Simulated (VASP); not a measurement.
Here is a VASP 6.6.1 calculation.

File POSCAR:

```
Si
1.0
    0.0000000000      2.7494323955      2.6908804370
    2.7494323955      0.0000000000      2.6908804370
    2.7494323955      2.7494323955      0.0000000000
Si
2
Direct
    0.0000000000      0.0000000000      0.0000000000
    0.2500000000      0.2500000000      0.2500000000
```

File INCAR.step1:

```
ALGO = Normal
EDIFF = 1E-8
ENCUT = 500
GGA = PS
ISMEAR = 0
LASPH = True
LCHARG = False
LREAL = False
LWAVE = True
NELM = 60
PREC = Accurate
SIGMA = 0.01
```

The input INCAR.step2:

```
ALGO = Exact
EDIFF = 1E-8
ENCUT = 500
GGA = PS
ISMEAR = 0
ISTART = 1
LASPH = True
LCHARG = False
LOPTICS = True
LREAL = False
LWAVE = True
NBANDS = 227
NELM = 1
PREC = Accurate
SIGMA = 0.01
```

The input INCAR.step3:

```
ALGO = EVGW0
EDIFF = 1E-8
ENCUT = 500
ENCUTGW = 180.0
GGA = PS
ISMEAR = 0
ISTART = 1
LASPH = True
LCHARG = False
LREAL = False
LWAVE = False
NBANDS = 227
NBANDSGW = 12
NELMGW = 1
NOMEGA = 96
OMEGAMAX = 20
PREC = Accurate
PRECFOCK = Fast
SIGMA = 0.01
```

KPOINTS

```
k-points
0
Gamma
  4 4 4
```

Potentials or basis: VASP PAW PBE potentials, release 64 (Si_GW).

Command:

```bash
$ cat potpaw_PBE.64/Si_GW/POTCAR > POTCAR
$ cp INCAR.step1 INCAR
$ mpirun -np 1 vasp_std > vasp.out
$ cp INCAR.step2 INCAR
$ mpirun -np 1 vasp_std > vasp.out
$ cp INCAR.step3 INCAR
$ mpirun -np 1 vasp_std > vasp.out
```

Q: What does it give for the quasiparticle gap?

A: 1.00 eV.

Q: Predict the least direct quasiparticle gap.

A: 3.03 eV.

Q: Estimate the least direct gap of the starting levels on the mesh.

A: 2.35 eV.

Q: What does it give for the band gap of the starting levels on the mesh?

A: 0.39 eV.

Caveat: the k points lie up to 0.50 Å⁻¹ apart; bands, screening cutoff and mesh are small and nothing is extrapolated, so the quasiparticle values aren't converged.
